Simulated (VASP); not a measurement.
Runs of VASP 6.6.1 on PrHRh3. The structure is that of space group R3m (No. 160), or close to it. The cells are those of the table. 

```csv
cell,k mesh,smearing,gap on the mesh (eV),pressure (GPa),largest force (eV/Å)
"a = 4.173 Å, angles 89.9°, 5 atoms",4 × 4 × 4,gaussian 0.2 eV,none,-8.4,0.13
"a = 4.137 Å, 5 atoms",6 × 6 × 6,gaussian 0.1 eV,none,-5.1,0.13
"a = 4.314 Å, angles 89.8°, 5 atoms",6 × 6 × 6,gaussian 0.1 eV,none,(c),0.22
"a = 4.179 Å, angles 89.9°, 5 atoms",6 × 6 × 6,gaussian 0.1 eV,none,(a),0.18
"a = 4.261 Å, angles 89.9°, 5 atoms",6 × 6 × 6,gaussian 0.1 eV,none,-14.0,(b)
"a = 4.220 Å, 5 atoms",6 × 6 × 6,gaussian 0.1 eV,none,-11.4,0.22
```

Alike in all rows: task single point; level PBE; potentials or basis VASP PAW PBE potentials, release 64 (Pr, H, Rh_pv); no spin polarisation; cutoff (eV) 520.

Problem. Estimate the missing entries.

Solution. (a) -8.7; (b) 0.23; (c) -16.9.

Caveats: some runs use coarse meshes; spin-orbit coupling is left out, which moves the levels of the heavy elements; without U or exact exchange the open f shell lies at the Fermi level, which spoils levels, moments and volumes.

A k mesh can miss the band edges, and the runs leave out spin-orbit coupling on Pr, Rh.

A gap of «none» marks levels without a gap at the run's occupations.
